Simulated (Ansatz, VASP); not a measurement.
K: VASP beside Ansatz

INCAR

```
SYSTEM = K
  ALGO = Fast
  EDIFF = 1E-6
  ENCUT = 520
  GGA = PS
  ISIF = 2
  ISMEAR = 0
  LASPH = .True.
  LCHARG = .False.
  LREAL = .False.
  LWAVE = .False.
  NBANDS = 10
  NELM = 100
  PREC = Accurate
  SIGMA = 0.15
```

Contents of KPOINTS:

```
k-points
0
Gamma
  14 14 14
  0 0 0
```

Contents of POSCAR:

```
K
1.0
   -2.6049100000      2.6049100000      2.6180000000
    2.6049100000     -2.6049100000      2.6180000000
    2.6310900000      2.6310900000     -2.6180000000
K
1
Direct
    0.0000000000      0.0000000000      0.0000000000
```

Input for Ansatz:

```yaml
crystal:
  lattice:
    - [-2.60491, 2.60491, 2.618]
    - [2.60491, -2.60491, 2.618]
    - [2.63109, 2.63109, -2.618]
  atoms:
    - { symbol: K, position: [0.0, 0.0, 0.0] }
basis:
  ecutwfc: 420
kpoints:
  mp_grid: { grid: [14, 14, 14] }
hamiltonian:
  xc: pbesol
scf:
  occupations: { method: gaussian, width: 0.15 }
output:
  forces: true
  stress: true
  eigenvalues: true
```

Change from the starting cell: strain +0.0100 x Voigt [0, 0, 0, 0, 0, 1], atoms carried along.

Alike in both runs: task single point; functional PBEsol; k mesh 14 × 14 × 14; occupations gaussian, width 0.15 eV; no spin polarisation.

```csv
,VASP,Ansatz
version,VASP 6.6.1,Ansatz 0.2.0
potentials or method,"VASP PAW PBE potentials, release 64 (K_sv), cutoff 520 eV","scalar-relativistic, plane waves, PAW"
valence electrons in the cell,9,9
```

|  | VASP | Ansatz | Ansatz less VASP |
| --- | --- | --- | --- |
| gap on the k mesh at the Fermi level (eV) | none | none | - |
| pressure (GPa) | -0.1 | 0.0 | +0.01 |

VASP's potentials were made for PBE, not for PBEsol. A gap of «none» marks a metal or a gap that the smearing closes. The functional is the same, so the differences come from potentials, cutoffs and numerics.
